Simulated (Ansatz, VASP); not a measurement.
One calculation of Al, two programs

Contents of INCAR:

```
  PREC = Accurate
  ENCUT = 520
  EDIFF = 1E-6
  ISMEAR = 0
  SIGMA = 0.15
  LREAL = F
  LASPH = T
  NELM = 60
  ALGO = Normal
  ISIF = 2
  LWAVE = F
  LCHARG = T
  GGA = PS
  IVDW = 12
  LELF = T
  LVHAR = T
  NBANDS = 8
```

Contents of KPOINTS:

```
Automatic mesh
0
Gamma
  20 20 20
```

Contents of POSCAR:

```
Al
1.0
    0.0000000000      1.9632606000      1.9632606000
    1.9632606000      0.0000000000      1.9632606000
    1.9632606000      1.9632606000      0.0000000000
Al
1
Direct
    0.0000000000      0.0000000000      0.0000000000
```

Input for Ansatz:

```yaml
crystal:
  lattice:
    - [0.0, 1.9632606, 1.9632606]
    - [1.9632606, 0.0, 1.9632606]
    - [1.9632606, 1.9632606, 0.0]
  atoms:
    - { symbol: Al, position: [0.0, 0.0, 0.0] }
basis:
  ecutwfc: 420
kpoints:
  mp_grid: { grid: [20, 20, 20] }
hamiltonian:
  xc: pbesol
  dispersion: d3bj
scf:
  occupations: { method: gaussian, width: 0.15 }
output:
  forces: true
  stress: true
  eigenvalues: true
```

Change from the starting cell: strain -0.030 along x and y, -0.030 along z, atoms carried along.

Alike in both runs: task single point; functional PBEsol; dispersion D3(BJ); k mesh 20 × 20 × 20; occupations gaussian, width 0.15 eV; no spin polarisation.

|  | VASP | Ansatz |
| --- | --- | --- |
| version | VASP 6.6.1 | Ansatz 0.2.0 |
| potentials or method | VASP PAW PBE potentials, release 64 (Al), cutoff 520 eV | scalar-relativistic, plane waves, PAW |
| valence electrons in the cell | 3 | 3 |

```tsv
	VASP	Ansatz	Ansatz less VASP
gap on the k mesh at the Fermi level (eV)	none	none	-
pressure (GPa)	2.7	2.6	-0.10
```

VASP's potentials were made for PBE, not for PBEsol. A gap of «none» marks a metal or a gap that the smearing closes.
